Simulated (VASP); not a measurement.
# Mg2C (Fm-3m) in VASP: G0W0 quasiparticle levels with PBE

Aim: the G0W0 quasiparticle levels of Mg2C with PBE.

Everything below comes from runs of VASP 6.6.1. Logs are shortened: lines on timing, memory, paths and dates and some standing lists are left out, and cuts for length are marked.

**1. The cell of the first run**

Symmetry: Fm-3m, No. 225, cubic system. The conventional cell has a = 5.422 Å, b = 5.422 Å, c = 5.422 Å, α = 90.00°, β = 90.00°, γ = 90.00°. Within 3.1 Å of C (site symmetry m-3m) lie 8 Mg at 2.35 Å. Within 3.1 Å of Mg (site symmetry -43m) lie 4 C at 2.35 Å and 6 Mg at 2.71 Å.

**2. G0W0 quasiparticle levels, PBE**

POSCAR reads:

```
Mg2C
1.0
    0.0000000000      2.7109426128      2.7109426128
    2.7109426128      0.0000000000      2.7109426128
    2.7109426128      2.7109426128      0.0000000000
C Mg
1 2
Direct
    0.0000000000      0.0000000000      0.0000000000
    0.2500000000      0.2500000000      0.2500000000
    0.7500000000      0.7500000000      0.7500000000
```

INCAR.step1 reads:

```
ALGO = Normal
EDIFF = 1E-8
ENCUT = 500
GGA = PE
ISMEAR = 0
LASPH = True
LCHARG = False
LREAL = False
LWAVE = True
NELM = 60
PREC = Accurate
SIGMA = 0.01
```

INCAR.step2 reads:

```
ALGO = Exact
EDIFF = 1E-8
ENCUT = 500
GGA = PE
ISMEAR = 0
ISTART = 1
LASPH = True
LCHARG = False
LOPTICS = True
LREAL = False
LWAVE = True
NBANDS = 299
NELM = 1
PREC = Accurate
SIGMA = 0.01
```

INCAR.step3 reads:

```
ALGO = EVGW0
EDIFF = 1E-8
ENCUT = 500
ENCUTGW = 200
GGA = PE
ISMEAR = 0
ISTART = 1
LASPH = True
LCHARG = False
LREAL = False
LWAVE = False
NBANDS = 299
NBANDSGW = 12
NELMGW = 1
NOMEGA = 48
PREC = Accurate
PRECFOCK = Fast
SIGMA = 0.01
```

KPOINTS reads:

```
k-points
0
Gamma
  4 4 4
```

Potentials or basis: VASP PAW PBE potentials, release 64 (C_GW, Mg_GW).

Run with:

```bash
$ cat potpaw_PBE.64/C_GW/POTCAR potpaw_PBE.64/Mg_GW/POTCAR > POTCAR
$ cp INCAR.step1 INCAR
$ mpirun -np 1 vasp_std > vasp.out
$ cp INCAR.step2 INCAR
$ mpirun -np 1 vasp_std > vasp.out
$ cp INCAR.step3 INCAR
$ mpirun -np 1 vasp_std > vasp.out
```

OUTCAR:

```text
EDIFF = 1E-8
   ENCUT = 500
   ENCUTGW = 200
   GGA = PE
   ISMEAR = 0
   ISTART = 1
   LASPH = True
   LREAL = False
   NELMGW = 1
   PREC = Accurate
   PRECFOCK = Fast

 ion  position               nearest neighbor table
   1  0.000  0.000  0.000-
   2  0.250  0.250  0.250-
   3  0.750  0.750  0.750-

  LATTYP: Found a face centered cubic cell.
 ALAT       =     5.4218852256

  Lattice vectors:

 A1 = (   0.0000000000,   2.7109426128,   2.7109426128)
 A2 = (   2.7109426128,   0.0000000000,   2.7109426128)
 A3 = (   2.7109426128,   2.7109426128,   0.0000000000)

Analysis of symmetry for initial positions (statically):
=====================================================================
 Subroutine PRICEL returns:
 Original cell was already a primitive cell.

 Routine SETGRP: Setting up the symmetry group for a
 face centered cubic supercell.

 Subroutine GETGRP returns: Found 48 space group operations
 (whereof 48 operations were pure point group operations)
 out of a pool of 48 trial point group operations.

The static configuration has the point symmetry O_h .

Analysis of symmetry for dynamics (positions and initial velocities):
=====================================================================
 Subroutine PRICEL returns:
 Original cell was already a primitive cell.

 Routine SETGRP: Setting up the symmetry group for a
 face centered cubic supercell.

 Subroutine GETGRP returns: Found 48 space group operations
 (whereof 48 operations were pure point group operations)
 out of a pool of 48 trial point group operations.

The dynamic configuration has the point symmetry O_h .

 Subroutine INISYM returns: Found 48 space group operations
 (whereof 48 operations are pure point group operations),
 and found     1 'primitive' translations

----------------------------------------------------------------------------------------

                                     Primitive cell

  volume of cell :      39.8466

  direct lattice vectors                    reciprocal lattice vectors
     0.000000000  2.710942613  2.710942613    -0.184437692  0.184437692  0.184437692
     2.710942613  0.000000000  2.710942613     0.184437692 -0.184437692  0.184437692
     2.710942613  2.710942613  0.000000000     0.184437692  0.184437692 -0.184437692

  length of vectors
     3.833851810  3.833851810  3.833851810     0.319455454  0.319455454  0.319455454

  position of ions in fractional coordinates (direct lattice)
     0.000000000  0.000000000  0.000000000
     0.250000000  0.250000000  0.250000000
     0.750000000  0.750000000  0.750000000

  ion indices of the primitive-cell ions
   primitive index   ion index
                 1           1
                 2           2
                 3           3

----------------------------------------------------------------------------------------

 KPOINTS: k-points

Automatic generation of k-mesh.
 Grid dimensions read from file:
 generate k-points for:    4    4    4

 Generating k-lattice:

  Cartesian coordinates                     Fractional coordinates (reciprocal lattice)
    -0.046109423  0.046109423  0.046109423     0.250000000  0.000000000  0.000000000
     0.046109423 -0.046109423  0.046109423     0.000000000  0.250000000  0.000000000
     0.046109423  0.046109423 -0.046109423     0.000000000  0.000000000  0.250000000

  Length of vectors
     0.079863864  0.079863864  0.079863864

  Shift w.r.t. Gamma in fractional coordinates (k-lattice)
     0.000000000  0.000000000  0.000000000

 Subroutine IBZKPT returns following result:
 ===========================================

 Found      8 irreducible k-points:

 Following reciprocal coordinates:
            Coordinates               Weight
  0.000000  0.000000  0.000000      1.000000
  0.250000  0.000000  0.000000      8.000000
  0.500000  0.000000  0.000000      4.000000
  0.250000  0.250000  0.000000      6.000000
  0.500000  0.250000  0.000000     24.000000
 -0.250000  0.250000  0.000000     12.000000
  0.500000  0.500000  0.000000      3.000000
 -0.250000  0.500000  0.250000      6.000000
   k-points           NKPTS =      8   k-points in BZ     NKDIM =     64   number of bands    NBANDS=    299
   number of dos      NEDOS =    301   number of ions     NIONS =      3
   total plane-waves  NPLWV =  21952
   dimension x,y,z NGX =    28 NGY =   28 NGZ =   28
   dimension x,y,z NGXF=    56 NGYF=   56 NGZF=   56
   ions per type =               1   2
   NGX,Y,Z   is equivalent  to a cutoff of  12.14, 12.14, 12.14 a.u.
   NGXF,Y,Z  is equivalent  to a cutoff of  24.28, 24.28, 24.28 a.u.
 SYSTEM =  unknown system
   PREC   = accura    normal or accurate (medium, high low for compatibility)
   ISTART =      1    job   : 0-new  1-cont  2-samecut
   ICHARG =      0    charge: 1-file 2-atom 10-const
   ISPIN  =      1    spin polarized calculation?
   LNONCOLLINEAR =      F non collinear calculations
   LSORBIT =      F    spin-orbit coupling
   LASPH  =      T    aspherical Exc in radial PAW
   ENCUT  =  500.0 eV  36.75 Ry    6.06 a.u.   6.99  6.99  6.99*2*pi/ulx,y,z
   NELM   =     60;   NELMIN=  2; NELMDL=  0     # of ELM steps
   EDIFF  = 0.1E-07   stopping-criterion for ELM
   LREAL  =      F    real-space projection
   EDIFFG = 0.1E-06   stopping-criterion for IOM
   NSW    =      0    number of steps for IOM
   IBRION =     -1    ionic relax: 0-MD 1-quasi-New 2-CG
   NFREE  =      0    steps in history (QN), initial steepest desc. (CG)
   ISIF   =      0    stress and relaxation
   ISYM   =      3    0-nonsym 1-usesym 2-fastsym
   POTIM  = 0.5000    time-step for ionic-motion
   TEBEG  =    0.0;   TEEND  =   0.0 temperature during run
   PSTRESS=    0.0 pullay stress
   NELECT =       8.0000    total number of electrons
   NUPDOWN=      -1.0000    fix difference up-down
   EMIN   =  10.00;   EMAX   =-10.00  energy-range for DOS
   EFERMI =   0.00;   METHOD = LEGACY
   ISMEAR =     0;   SIGMA  =   0.01  broadening in eV -4-tet -1-fermi 0-gaus
   EFERMI_NEDOS =   21; number of points for ismear=-14 and -15
   IALGO  =     38    algorithm
   IMIX   =      4    mixing-type and parameters
     AMIX     =   0.40;   BMIX     =  1.00
     AMIX_MAG =   1.60;   BMIX_MAG =  1.00
  volume/ion in A,a.u.               =      13.28        89.63
  Fermi-wavevector in a.u.,A,eV,Ry     =   0.958608  1.811507 12.502799  0.918930
  Thomas-Fermi vector in A             =   2.087731
   LORBIT       =      0    0 simple, 1 ext, 2 COOP (PROOUT), +10 PAW based schemes
   GGA     = PE    functional components
   LHFCALC =     T    Hartree Fock is set to
   PRECFOCK=fast      Normal, Fast or Accurate (Low or Medium for compatibility)
   ENCUT4O =  -1.0   cutoff for four orbital integrals eV
   NKREDX  =     1    reduce k-point grid by
   NKREDY  =     1    reduce k-point grid by
   NKREDZ  =     1    reduce k-point grid by
   AEXX    =    1.0000 exact exchange contribution
   HFSCREEN=    0.0000 screening length (either q_TF or 0.3 A-1)
   HFSCREENC=   0.0000 screening length for correlation (either q_TF or 0.3 A-1)
   ENCUTFOCK=  -1.0 apply spherical cutoff to Coloumb kernel
   IVDW    =     0    specifies the selected vdW correction
   LEPSILON=     F    determine dielectric tensor
   LRPA    =     F    only Hartree local field effects (RPA)
   LRPAFORCE           =     F    calculate RPA forces
   ENCUTGW             = 200.0    cutoff for response function in eV
   ENCUTGWSOFT         = 160.0    soft cutoff for Coulomb kernel in GW response function in eV
   ENCUTLF             =  -1.0    cutoff for local field effects
   NELMGW              =     1    number of iterations in solving QP/BSE equation
   NELMHF              =     1    number of iterations in the inner HF iteration
   NKREDLFX            =     1    NKREDLFY  =   1   NKREDLFZ  =   1
 non-spin polarized calculation
 Gauss-broadening in eV      SIGMA  =   0.01
  energy-cutoff  :      500.00
  volume of cell :       39.85
 maximum number of plane-waves:      1036
  NGX = 16; NGY = 16; NGZ = 16
   NGX = 13   NGY = 13   NGZ = 13
 maximum number of plane-waves:       266

 QP shifts <psi_nk| G(iteration)W_0 |psi_nk>: iteration 1
 for sc-GW calculations column KS-energies equals QP-energies in previous step
 and V_xc(KS)=  KS-energies - (<T + V_ion + V_H > + <T+V_H+V_ion>^1  + <V_x>^1)

 k-point   1 :       0.0000    0.0000    0.0000
  band No.  KS-energies  QP-energies   sigma(KS)   V_xc(KS)     V^pw_x(r,r')   Z            occupation Imag(sigma)

      1      -6.9041      -7.5511     -12.7420     -11.7276     -19.3011       0.6378       2.0000       0.9479
      2       3.8103       3.2093     -13.8051     -12.9725     -15.3717       0.7218       2.0000      -0.1089
      3       3.8103       3.2093     -13.8051     -12.9725     -15.3717       0.7218       2.0000      -0.1089
      4       3.8103       3.2093     -13.8051     -12.9725     -15.3717       0.7218       2.0000      -0.1089
      5       5.2846       5.4306     -10.6059     -10.8028      -6.8043       0.7416       0.0000      -0.1978
      6      10.3756      10.6509      -8.4196      -8.7893      -3.6611       0.7448       0.0000      -0.2110
      7      10.3756      10.6509      -8.4196      -8.7893      -3.6611       0.7448       0.0000      -0.2110
      8      10.3756      10.6509      -8.4196      -8.7893      -3.6611       0.7448       0.0000      -0.2110
      9      13.4409      13.6692      -8.5058      -8.8169      -3.1626       0.7340       0.0000      -0.3071
     10      13.4409      13.6692      -8.5058      -8.8169      -3.1626       0.7340       0.0000      -0.3071
     11      14.4229      14.4226      -8.3352      -8.3348      -2.2162       0.7259       0.0000      -0.6630
     12      14.4229      14.4226      -8.3352      -8.3348      -2.2162       0.7259       0.0000      -0.6630

 k-point   2 :       0.2500    0.0000    0.0000
  band No.  KS-energies  QP-energies   sigma(KS)   V_xc(KS)     V^pw_x(r,r')   Z            occupation Imag(sigma)

      1      -6.2793      -6.9406     -13.0941     -12.0720     -19.4436       0.6471       2.0000       0.8207
      2       1.0042       0.3677     -12.0577     -11.1440     -14.4627       0.6967       2.0000      -0.0243
      3       3.5773       2.9668     -13.6309     -12.7832     -15.2651       0.7202       2.0000      -0.1096
      4       3.5773       2.9668     -13.6309     -12.7832     -15.2651       0.7202       2.0000      -0.1096
      5       6.9782       7.1744     -10.4392     -10.7039      -6.2345       0.7412       0.0000      -0.2161
      6      10.0531      10.3210     -10.0243     -10.3926      -4.9358       0.7274       0.0000      -0.2894
      7      10.2354      10.4604      -8.3718      -8.6727      -3.5528       0.7475       0.0000      -0.2331
      8      10.2354      10.4604      -8.3718      -8.6727      -3.5528       0.7475       0.0000      -0.2331
      9      12.5829      12.7920      -8.4811      -8.7678      -3.1146       0.7292       0.0000      -0.3234
     10      12.5829      12.7920      -8.4811      -8.7678      -3.1146       0.7292       0.0000      -0.3234
     11      13.8384      13.9606      -8.2287      -8.3935      -2.4628       0.7412       0.0000      -0.5183
     12      18.2678      18.3565      -8.9735      -9.0938      -2.3277       0.7371       0.0000      -0.9696
[... 68 lines left out ...]
      1      -4.8665      -5.5543     -14.3602     -13.3000     -20.2817       0.6488       2.0000       0.5569
      2      -0.2585      -0.9107     -11.4100     -10.4701     -14.4369       0.6939       2.0000       0.0884
      3       2.2693       1.5832     -12.6973     -11.7301     -14.7882       0.7093       2.0000      -0.0819
      4       2.2693       1.5832     -12.6973     -11.7301     -14.7882       0.7093       2.0000      -0.0819
      5       4.5016       4.5096      -8.1386      -8.1491      -4.5658       0.7644       0.0000      -0.1749
      6       7.8919       8.2082      -8.2043      -8.6167      -3.9675       0.7670       0.0000      -0.1758
      7      12.8102      13.1901     -12.1959     -12.7521      -5.6994       0.6832       0.0000      -0.4913
      8      13.1466      13.3668     -10.3158     -10.6333      -3.9684       0.6933       0.0000      -0.4936
      9      13.1466      13.3668     -10.3158     -10.6333      -3.9684       0.6933       0.0000      -0.4936
     10      17.1269      17.2175      -8.2683      -8.3941      -1.8599       0.7196       0.0000      -0.6969
     11      17.5208      17.6490      -9.9520     -10.1314      -3.2456       0.7144       0.0000      -0.8784
     12      20.0487      20.4393      -9.2888      -9.8207      -3.1830       0.7344       0.0000      -0.7551

 k-point   8 :      -0.2500    0.5000    0.2500
  band No.  KS-energies  QP-energies   sigma(KS)   V_xc(KS)     V^pw_x(r,r')   Z            occupation Imag(sigma)

      1      -4.8209      -5.5179     -14.4403     -13.3869     -20.3621       0.6616       2.0000       0.5607
      2       0.7284       0.0777     -11.7315     -10.7957     -14.3235       0.6953       2.0000       0.0002
      3       0.7284       0.0777     -11.7315     -10.7957     -14.3235       0.6953       2.0000       0.0002
      4       1.3468       0.6893     -11.2806     -10.3519     -13.3411       0.7081       2.0000      -0.0484
      5       6.9911       7.0835     -10.2519     -10.3769      -6.2188       0.7387       0.0000      -0.2213
      6       9.9871      10.1537      -8.7761      -9.0036      -3.6664       0.7325       0.0000      -0.2662
      7      10.7495      11.1268     -10.1538     -10.6734      -5.0199       0.7260       0.0000      -0.2759
      8      10.7495      11.1268     -10.1538     -10.6734      -5.0199       0.7260       0.0000      -0.2759
      9      14.1031      14.2991      -9.5971      -9.8762      -3.2761       0.7023       0.0000      -0.5196
     10      14.1031      14.2991      -9.5971      -9.8762      -3.2761       0.7023       0.0000      -0.5196
     11      18.9678      19.1083      -9.8093     -10.0036      -3.3162       0.7237       0.0000      -0.9252
     12      20.0298      20.1870     -10.0443     -10.2675      -2.7089       0.7039       0.0000      -1.1458
```

It took 2.6 min on 1 thread of Intel Xeon Platinum 8488C (Sapphire Rapids), shared host; peak memory 0.58 GiB.

What came out:

| Item | Value |
| --- | --- |
| Band gap on the k mesh, mean-field level | 0.69 eV, indirect (least direct gap 1.47 eV) |
| Quasiparticle gap | 1.30 eV |
| Least direct quasiparticle gap | 2.22 eV |

Caveat: the k points lie up to 0.50 Å⁻¹ apart; bands, screening cutoff and mesh are small and nothing is extrapolated, so the quasiparticle values aren't converged. A k mesh can miss the band edges.
